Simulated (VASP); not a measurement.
# ScAl3 (P4/mmm) in VASP: further runs

Runs on ScAl3. Level: PBEsol. Tasks: single point.

All numbers are computed with VASP 6.6.1; they aren't measurements. Logs are shortened: lines on timing, memory, paths and dates and some standing lists are left out, and cuts for length are marked.

### 1 The cell of the first run

It takes space group P4/mmm (No. 123, tetragonal). Conventional cell: a = 3.908 Å, b = 3.908 Å, c = 4.234 Å, α = 90.00°, β = 90.00°, γ = 90.00°. Sc (site symmetry 4/mmm) has 12 Al at 2.76 to 2.88 Å within 3.6 Å. Al (site symmetry mmm) has 8 Al at 2.76 to 2.88 Å and 4 Sc at 2.88 Å within 3.6 Å. Al (site symmetry 4/mmm) has 4 Sc at 2.76 Å and 8 Al at 2.88 Å within 3.6 Å.

### 2 Single point, PBEsol (strain -0.040 along x and y, +0.040 along z)

File INCAR:

```
PREC = Accurate ; ENCUT = 520
EDIFF = 1E-6 ; ISMEAR = 0
SIGMA = 0.15 ; LREAL = F
LASPH = T ; NELM = 80
ALGO = Fast ; ISIF = 2
LWAVE = F ; LCHARG = T
GGA = PS ; LELF = T
LVHAR = T ; NBANDS = 18
```

File KPOINTS:

```
regular mesh
0
Gamma
  12 12 12
```

File POSCAR:

```
ScAl3
1.0
    3.9084466715      0.0000000000      0.0000000000
    0.0000000000      3.9084466715      0.0000000000
    0.0000000000      0.0000000000      4.2341505607
Sc Al
1 3
Direct
    0.0000000000      0.0000000000      0.0000000000
    0.5000000000      0.0000000000      0.5000000000
    0.0000000000      0.5000000000      0.5000000000
    0.5000000000      0.5000000000      0.0000000000
```

Potentials or basis: VASP PAW PBE potentials, release 64 (Sc_sv, Al).

Command:

```
$ cat potpaw_PBE.64/Sc_sv/POTCAR potpaw_PBE.64/Al/POTCAR > POTCAR
$ mpirun -np 1 vasp_std > vasp.out
```

OUTCAR:

```text
PREC = Accurate
   ENCUT = 520
   EDIFF = 1E-6
   ISMEAR = 0
   LREAL = F
   LASPH = T
   NELM = 80
   ISIF = 2
   GGA = PS

 ion  position               nearest neighbor table
   1  0.000  0.000  0.000-   4 2.76   4 2.76   4 2.76   4 2.76   3 2.88   3 2.88   3 2.88   3 2.88
                             2 2.88   2 2.88   2 2.88   2 2.88
   2  0.500  0.000  0.500-   3 2.76   3 2.76   3 2.76   3 2.76   4 2.88   1 2.88   4 2.88   4 2.88
                             1 2.88   4 2.88   1 2.88   1 2.88
   3  0.000  0.500  0.500-   2 2.76   2 2.76   2 2.76   2 2.76   4 2.88   1 2.88   1 2.88   1 2.88
                             4 2.88   4 2.88   4 2.88   1 2.88
   4  0.500  0.500  0.000-   1 2.76   1 2.76   1 2.76   1 2.76   3 2.88   2 2.88   2 2.88   2 2.88
                             3 2.88   3 2.88   3 2.88   2 2.88

  LATTYP: Found a simple tetragonal cell.
 ALAT       =     3.9084466715
 C/A-ratio  =     1.0833333333

  Lattice vectors:

 A1 = (   3.9084466715,   0.0000000000,   0.0000000000)
 A2 = (   0.0000000000,   3.9084466715,   0.0000000000)
 A3 = (   0.0000000000,   0.0000000000,   4.2341505607)

Analysis of symmetry for initial positions (statically):
=====================================================================
 Subroutine PRICEL returns:
 Original cell was already a primitive cell.

 Routine SETGRP: Setting up the symmetry group for a
 simple tetragonal supercell.

 Subroutine GETGRP returns: Found 16 space group operations
 (whereof 16 operations were pure point group operations)
 out of a pool of 16 trial point group operations.

The static configuration has the point symmetry D_4h.

Analysis of symmetry for dynamics (positions and initial velocities):
=====================================================================
 Subroutine PRICEL returns:
 Original cell was already a primitive cell.

 Routine SETGRP: Setting up the symmetry group for a
 simple tetragonal supercell.

 Subroutine GETGRP returns: Found 16 space group operations
 (whereof 16 operations were pure point group operations)
 out of a pool of 16 trial point group operations.

The dynamic configuration has the point symmetry D_4h.

 Subroutine INISYM returns: Found 16 space group operations
 (whereof 16 operations are pure point group operations),
 and found     1 'primitive' translations

----------------------------------------------------------------------------------------

                                     Primitive cell

  volume of cell :      64.6807

  direct lattice vectors                    reciprocal lattice vectors
     3.908446672  0.000000000  0.000000000     0.255856120  0.000000000  0.000000000
     0.000000000  3.908446672  0.000000000     0.000000000  0.255856120  0.000000000
     0.000000000  0.000000000  4.234150561     0.000000000  0.000000000  0.236174880

  length of vectors
     3.908446672  3.908446672  4.234150561     0.255856120  0.255856120  0.236174880

  position of ions in fractional coordinates (direct lattice)
     0.000000000  0.000000000  0.000000000
     0.500000000  0.000000000  0.500000000
     0.000000000  0.500000000  0.500000000
     0.500000000  0.500000000  0.000000000

  ion indices of the primitive-cell ions
   primitive index   ion index
                 1           1
                 2           2
                 3           3
                 4           4

----------------------------------------------------------------------------------------

 KPOINTS: regular mesh

Automatic generation of k-mesh.
 Grid dimensions read from file:
 generate k-points for:   12   12   12

 Generating k-lattice:

  Cartesian coordinates                     Fractional coordinates (reciprocal lattice)
     0.021321343  0.000000000  0.000000000     0.083333333  0.000000000  0.000000000
     0.000000000  0.021321343  0.000000000     0.000000000  0.083333333  0.000000000
     0.000000000  0.000000000  0.019681240     0.000000000  0.000000000  0.083333333

  Length of vectors
     0.021321343  0.021321343  0.019681240

  Shift w.r.t. Gamma in fractional coordinates (k-lattice)
     0.000000000  0.000000000  0.000000000

 Subroutine IBZKPT returns following result:
 ===========================================

 Found    196 irreducible k-points:

 Following reciprocal coordinates:
            Coordinates               Weight
  0.000000  0.000000  0.000000      1.000000
  0.083333  0.000000  0.000000      4.000000
  0.166667  0.000000  0.000000      4.000000
  0.250000  0.000000  0.000000      4.000000
  0.333333  0.000000  0.000000      4.000000
  0.416667  0.000000  0.000000      4.000000
[... 16 lines left out ...]
  0.333333  0.333333  0.000000      4.000000
  0.416667  0.333333  0.000000      8.000000
 [... further k-points ...]
   k-points           NKPTS =    196   k-points in BZ     NKDIM =    196   number of bands    NBANDS=     18
   number of dos      NEDOS =    301   number of ions     NIONS =      4
   total plane-waves  NPLWV =  28800
   dimension x,y,z NGX =    30 NGY =   30 NGZ =   32
   dimension x,y,z NGXF=    60 NGYF=   60 NGZF=   64
   ions per type =               1   3
   NGX,Y,Z   is equivalent  to a cutoff of  12.76, 12.76, 12.56 a.u.
   NGXF,Y,Z  is equivalent  to a cutoff of  25.52, 25.52, 25.13 a.u.
 SYSTEM =  unknown system
   PREC   = accura    normal or accurate (medium, high low for compatibility)
   ISTART =      0    job   : 0-new  1-cont  2-samecut
   ICHARG =      2    charge: 1-file 2-atom 10-const
   ISPIN  =      1    spin polarized calculation?
   LNONCOLLINEAR =      F non collinear calculations
   LSORBIT =      F    spin-orbit coupling
   LASPH  =      T    aspherical Exc in radial PAW
   ENCUT  =  520.0 eV  38.22 Ry    6.18 a.u.   7.27  7.27  7.87*2*pi/ulx,y,z
   NELM   =     80;   NELMIN=  2; NELMDL= -5     # of ELM steps
   EDIFF  = 0.1E-05   stopping-criterion for ELM
   LREAL  =      F    real-space projection
   EDIFFG = 0.1E-04   stopping-criterion for IOM
   NSW    =      0    number of steps for IOM
   IBRION =     -1    ionic relax: 0-MD 1-quasi-New 2-CG
   NFREE  =      0    steps in history (QN), initial steepest desc. (CG)
   ISIF   =      2    stress and relaxation
   ISYM   =      2    0-nonsym 1-usesym 2-fastsym
   POTIM  = 0.5000    time-step for ionic-motion
   TEBEG  =    0.0;   TEEND  =   0.0 temperature during run
   PSTRESS=    0.0 pullay stress
   NELECT =      20.0000    total number of electrons
   NUPDOWN=      -1.0000    fix difference up-down
   EMIN   =  10.00;   EMAX   =-10.00  energy-range for DOS
   EFERMI =   0.00;   METHOD = LEGACY
   ISMEAR =     0;   SIGMA  =   0.15  broadening in eV -4-tet -1-fermi 0-gaus
   EFERMI_NEDOS =   21; number of points for ismear=-14 and -15
   IALGO  =     68    algorithm
   IMIX   =      4    mixing-type and parameters
     AMIX     =   0.40;   BMIX     =  1.00
     AMIX_MAG =   1.60;   BMIX_MAG =  1.00
  volume/ion in A,a.u.               =      16.17       109.12
  Fermi-wavevector in a.u.,A,eV,Ry     =   1.107031  2.091986 16.674192  1.225519
  Thomas-Fermi vector in A             =   2.243540
   LORBIT       =      0    0 simple, 1 ext, 2 COOP (PROOUT), +10 PAW based schemes
   GGA     = PS    functional components
   LHFCALC =     F    Hartree Fock is set to
   AEXX    =    0.0000 exact exchange contribution
   IVDW    =     0    specifies the selected vdW correction
   LEPSILON=     F    determine dielectric tensor
   LRPA    =     F    only Hartree local field effects (RPA)
 non-spin polarized calculation
 RMM-DIIS sequential band-by-band and
 Gauss-broadening in eV      SIGMA  =   0.15
  energy-cutoff  :      520.00
  volume of cell :       64.68
 maximum number of plane-waves:      1760
 NGX is ok and might be reduce to    30
   NGX = 15   NGY = 15   NGZ = 15

 number of electron      19.9999998 magnetization

 Free energy of the ion-electron system (eV)
  ---------------------------------------------------
  ext. energy  EPLUGINS =         0.00000000
  ---------------------------------------------------
  free energy    TOTEN  =       -20.58612487 eV

  energy without entropy =      -20.56889236  energy(sigma->0) =      -20.57750862

 E-fermi :   7.6719     XC(G=0): -10.7143

 val. band max:        7.6674253034   @ k =   0.3333   0.0833   0.1667
 cond. band min:       7.6735834661   @ k =   0.2500   0.0833   0.2500
 fundamental gap:      0.0061581627
 Fermi energy:         7.6718783075

 k-point     1 :       0.0000    0.0000    0.0000
  band No.  band energies     occupation
      1     -40.8638      2.00000
      2     -19.7185      2.00000
      3     -19.6668      2.00000
      4     -19.6668      2.00000
      5      -2.6091      2.00000
      6       4.5474      2.00000
[... 10 lines left out ...]
     17      13.2853      0.00000
     18      13.2871      0.00000

 k-point     2 :       0.0833    0.0000    0.0000
  band No.  band energies     occupation
      1     -40.8636      2.00000
      2     -19.7182      2.00000
      3     -19.6706      2.00000
      4     -19.6666      2.00000
      5      -2.5382      2.00000
      6       4.4569      2.00000
[... 10 lines left out ...]
     17      13.2175      0.00000
     18      13.4323      0.00000

 k-point     3 :       0.1667    0.0000    0.0000
  band No.  band energies     occupation
      1     -40.8631      2.00000
      2     -19.7173      2.00000
      3     -19.6807      2.00000
      4     -19.6658      2.00000
      5      -2.3269      2.00000
      6       3.7003      2.00000
[... 10 lines left out ...]
     17      13.4591      0.00000
     18      13.7129      0.00000

 k-point     4 :       0.2500    0.0000    0.0000
  band No.  band energies     occupation
      1     -40.8624      2.00000
      2     -19.7160      2.00000
      3     -19.6945      2.00000
      4     -19.6647      2.00000
      5      -1.9802      2.00000
      6       2.6896      2.00000
[... 375 lines left out ...]
      4     -19.6881      2.00000
      5      -0.0175      2.00000
      6       0.8928      2.00000
[... 10 lines left out ...]
     17      13.0349      0.00000
     18      13.4971      0.00000

 k-point    23 :       0.3333    0.3333    0.0000
  band No.  band energies     occupation
      1     -40.8599      2.00000
      2     -19.7112      2.00000
      3     -19.7036      2.00000
      4     -19.7019      2.00000
      5      -0.5007      2.00000
      6       2.5318      2.00000
[... 10 lines left out ...]
     17      12.0211      0.00000
     18      14.3234      0.00000

 k-point    24 :       0.4167    0.3333    0.0000
  band No.  band energies     occupation
      1     -40.8595      2.00000
      2     -19.7122      2.00000
      3     -19.7104      2.00000
      4     -19.7014      2.00000
      5       0.0006      2.00000
      6       1.7923      2.00000
[... 10 lines left out ...]
     17      12.1488      0.00000
     18      14.0665      0.00000

 [... further k-points ...]

------------------------ aborting loop because EDIFF is reached ----------------------------------------

  FORCE on cell =-STRESS in cart. coord.  units (eV):
  Direction    XX          YY          ZZ          XY          YZ          ZX
  --------------------------------------------------------------------------------------
  -------------------------------------------------------------------------------------
  Total        3.8045297      3.8045297     -1.7038079      0.0000000      0.0000000     -0.0000000
  in kB       94.2403487     94.2403487    -42.2042843      0.0000000      0.0000000     -0.0000000
  external PRESSURE =      48.7588043 kB  Pullay stress =       0.0000000 kB

 VOLUME and BASIS-vectors are now :
 -----------------------------------------------------------------------------
  energy-cutoff  :      520.00
  volume of cell :       64.68
      direct lattice vectors                 reciprocal lattice vectors
     3.908446672  0.000000000  0.000000000     0.255856120  0.000000000  0.000000000
     0.000000000  3.908446672  0.000000000     0.000000000  0.255856120  0.000000000
     0.000000000  0.000000000  4.234150561     0.000000000  0.000000000  0.236174880

 POSITION                                       TOTAL-FORCE (eV/Angst)
 -----------------------------------------------------------------------------------
      0.00000      0.00000      0.00000         0.000000      0.000000      0.000000
      1.95422      0.00000      2.11708         0.000000      0.000000      0.000000
      0.00000      1.95422      2.11708         0.000000      0.000000      0.000000
      1.95422      1.95422      0.00000         0.000000      0.000000      0.000000
 -----------------------------------------------------------------------------------
    total drift:                               -0.000000     -0.000000      0.000000

  FREE ENERGIE OF THE ION-ELECTRON SYSTEM (eV)
  ---------------------------------------------------
  free  energy   TOTEN  =       -20.5861248745 eV

  energy  without entropy=      -20.5688923613  energy(sigma->0) =      -20.57750862
```

Wall time 2 min (1 thread of AMD EPYC 9R45 (Zen 5), shared host); peak memory 0.3 GiB.

What came out:

```
Free energy            : -20.5861 eV
Pressure               : 4.9 GPa
Band gap on the k mesh : zero (bands 10 and 11 overlap by 4.26 eV)
```

Levels at points of the mesh, in eV from the Fermi level:
```csv
k point,band 7,band 8,band 9,band 10,band 11,band 12,band 13,band 14
"(0.00, 0.00, 0.00)",-2.51,-2.27,-1.40,-1.40,1.25,1.29,1.29,1.53
"(0.50, 0.00, 0.00)",-2.27,-1.68,-1.42,0.46,0.52,1.50,1.73,1.99
"(0.50, 0.50, 0.00)",-5.40,-4.48,-0.88,-0.88,0.78,0.81,2.46,2.96
"(0.00, 0.00, 0.50)",-1.53,-1.53,-1.42,1.43,1.44,1.44,1.59,1.66
"(0.50, 0.00, 0.50)",-5.67,-4.46,-0.47,-0.22,1.54,1.76,1.85,2.75
"(0.50, 0.50, 0.50)",-4.80,-4.63,-3.21,-2.82,-2.82,1.00,2.66,3.01
```

Caveat: the cell differs from its parent crystal (strain -0.040 along x and y, +0.040 along z); the stress differs along the axes, from -4 to 9 GPa; the PAW data sets were made with another functional, which shifts forces and pressure a little.

### 3 Single point, PBEsol (strain -0.040 along x and y, +0.080 along z)

File INCAR:

```
ALGO = Fast
EDIFF = 1E-7
ENCUT = 520
GGA = PS
ISIF = 2
ISMEAR = 0
LASPH = T
LCHARG = F
LREAL = F
LWAVE = F
NBANDS = 18
NELM = 60
PREC = Accurate
SIGMA = 0.15
```

File KPOINTS:

```
k-points
0
Gamma
  12 12 12
```

Changes to POSCAR since step 2:

```diff
@@ -4,3 +4,3 @@
     0.0000000000      3.9084466715      0.0000000000
-    0.0000000000      0.0000000000      4.2341505607
+    0.0000000000      0.0000000000      4.3970025054
 Sc Al
```

Potentials or basis: VASP PAW PBE potentials, release 64 (Sc_sv, Al).

Command:

```
$ cat potpaw_PBE.64/Sc_sv/POTCAR potpaw_PBE.64/Al/POTCAR > POTCAR
$ mpirun -np 1 vasp_std > vasp.out
```

OUTCAR:

```text
EDIFF = 1E-7
   ENCUT = 520
   GGA = PS
   ISIF = 2
   ISMEAR = 0
   LASPH = T
   LREAL = F
   NELM = 60
   PREC = Accurate

 ion  position               nearest neighbor table
   1  0.000  0.000  0.000-   4 2.76   4 2.76   4 2.76   4 2.76   3 2.94   3 2.94   3 2.94   3 2.94
                             2 2.94   2 2.94   2 2.94   2 2.94
   2  0.500  0.000  0.500-   3 2.76   3 2.76   3 2.76   3 2.76   4 2.94   1 2.94   4 2.94   4 2.94
                             1 2.94   4 2.94   1 2.94   1 2.94
   3  0.000  0.500  0.500-   2 2.76   2 2.76   2 2.76   2 2.76   4 2.94   1 2.94   1 2.94   1 2.94
                             4 2.94   4 2.94   4 2.94   1 2.94
   4  0.500  0.500  0.000-   1 2.76   1 2.76   1 2.76   1 2.76   3 2.94   2 2.94   2 2.94   2 2.94
                             3 2.94   3 2.94   3 2.94   2 2.94

  LATTYP: Found a simple tetragonal cell.
 ALAT       =     3.9084466715
 C/A-ratio  =     1.1250000000

  Lattice vectors:

 A1 = (   3.9084466715,   0.0000000000,   0.0000000000)
 A2 = (   0.0000000000,   3.9084466715,   0.0000000000)
 A3 = (   0.0000000000,   0.0000000000,   4.3970025054)
[... 180 lines left out ...]

 E-fermi :   7.2856     XC(G=0): -10.5648

 val. band max:        7.2851543121   @ k =   0.2500   0.2500   0.0833
 cond. band min:       7.2921958101   @ k =   0.3333   0.0833   0.1667
 fundamental gap:      0.0070414979
 Fermi energy:         7.2856094579

 k-point     1 :       0.0000    0.0000    0.0000
  band No.  band energies     occupation
      1     -41.3596      2.00000
      2     -20.2115      2.00000
      3     -20.1388      2.00000
      4     -20.1388      2.00000
      5      -2.7595      2.00000
      6       4.0007      2.00000
[... 481 lines left out ...]
      5      -0.1384      2.00000
      6       1.6136      2.00000
[... 10 lines left out ...]
     17      11.5294      0.00000
     18      13.4807      0.00000

 [... further k-points ...]

------------------------ aborting loop because EDIFF is reached ----------------------------------------

  FORCE on cell =-STRESS in cart. coord.  units (eV):
  Direction    XX          YY          ZZ          XY          YZ          ZX
  --------------------------------------------------------------------------------------
  -------------------------------------------------------------------------------------
  Total        3.1835149      3.1835149     -4.1622089      0.0000000      0.0000000     -0.0000000
  in kB       75.9368139     75.9368139    -99.2817352      0.0000000      0.0000000     -0.0000000
  external PRESSURE =      17.5306309 kB  Pullay stress =       0.0000000 kB

 VOLUME and BASIS-vectors are now :
 -----------------------------------------------------------------------------
  energy-cutoff  :      520.00
  volume of cell :       67.17
      direct lattice vectors                 reciprocal lattice vectors
     3.908446672  0.000000000  0.000000000     0.255856120  0.000000000  0.000000000
     0.000000000  3.908446672  0.000000000     0.000000000  0.255856120  0.000000000
     0.000000000  0.000000000  4.397002505     0.000000000  0.000000000  0.227427662

 POSITION                                       TOTAL-FORCE (eV/Angst)
 -----------------------------------------------------------------------------------
      0.00000      0.00000      0.00000         0.000000      0.000000      0.000000
      1.95422      0.00000      2.19850         0.000000      0.000000      0.000000
      0.00000      1.95422      2.19850         0.000000      0.000000      0.000000
      1.95422      1.95422      0.00000         0.000000      0.000000      0.000000
 -----------------------------------------------------------------------------------
    total drift:                               -0.000000     -0.000000      0.000000

  FREE ENERGIE OF THE ION-ELECTRON SYSTEM (eV)
  ---------------------------------------------------
  free  energy   TOTEN  =       -20.4729448299 eV

  energy  without entropy=      -20.4492864763  energy(sigma->0) =      -20.46111565
```

OSZICAR:

```text
N       E                     dE             d eps       ncg     rms          rms(c)
DAV:   1     0.105942219287E+03    0.10594E+03   -0.82315E+03  7096   0.100E+03
DAV:   2    -0.166785975988E+02   -0.12262E+03   -0.11968E+03  7106   0.288E+02
DAV:   3    -0.214216276064E+02   -0.47430E+01   -0.45900E+01 10798   0.550E+01
[... 11 lines left out ...]
RMM:  15    -0.204729461911E+02   -0.79767E-05   -0.57709E-05 10159   0.711E-02    0.312E-02
RMM:  16    -0.204729478503E+02   -0.16592E-05   -0.87426E-06 10705   0.233E-02    0.307E-02
RMM:  17    -0.204729449245E+02    0.29258E-05   -0.10241E-05  9925   0.311E-02    0.137E-02
RMM:  18    -0.204729450207E+02   -0.96263E-07   -0.21449E-06  9980   0.126E-02    0.884E-03
RMM:  19    -0.204729448345E+02    0.18626E-06   -0.27799E-07  8071   0.541E-03    0.176E-03
RMM:  20    -0.204729448299E+02    0.45386E-08   -0.12334E-07  7025   0.544E-03
   1 F= -.20472945E+02 E0= -.20461116E+02  d E =-.236584E-01
```

Run time: 2.8 min. Hardware: 1 thread of AMD EPYC 9R45 (Zen 5), shared host; peak memory 0.32 GiB.

What came out:

| Item | Value |
| --- | --- |
| Free energy | -20.4729 eV |
| Pressure | 1.8 GPa |
| Band gap on the k mesh | zero (bands 10 and 11 overlap by 4.00 eV) |

Caveat: the cell differs from its parent crystal (strain -0.040 along x and y, +0.080 along z); the stress differs along the axes, from -10 to 8 GPa; the PAW data sets were made with another functional, which shifts forces and pressure a little.

(Part 1 of 2 ends here.)
